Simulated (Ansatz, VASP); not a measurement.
Tl: VASP beside Ansatz

```
Tl
1.0
     3.53798    0.00000    0.00000
    -1.76899    3.06398    0.00000
     0.00000    0.00000   17.25570
Tl
6
Direct
  0.00000 0.00000 0.00000
  0.33333 0.66667 0.16513
  0.66667 0.33333 0.33487
  0.00000 0.00000 0.50000
  0.66667 0.33333 0.66513
  0.33333 0.66667 0.83487
```

Alike in both runs: functional PBE; k mesh 15 × 15 × 3; occupations gaussian, width 0.1 eV; no spin polarisation.

Ansatz relaxed the structure, and its values are those at the end. VASP's run is a single point on that final structure, the one shown.

```csv
,VASP,Ansatz
version,VASP 6.6.1,Ansatz 0.2.0
potentials or method,"VASP PAW PBE potentials, release 64 (Tl_d), cutoff 520 eV","scalar-relativistic, plane waves, PAW"
valence electrons in the cell,78,78
```

```csv
,VASP,Ansatz,Ansatz less VASP
gap on the k mesh at the Fermi level (eV),none,none,-
pressure (GPa),0.0,0.0,+0.05
```

A gap of «none» marks a metal or a gap that the smearing closes.

Spin-orbit coupling is off throughout.
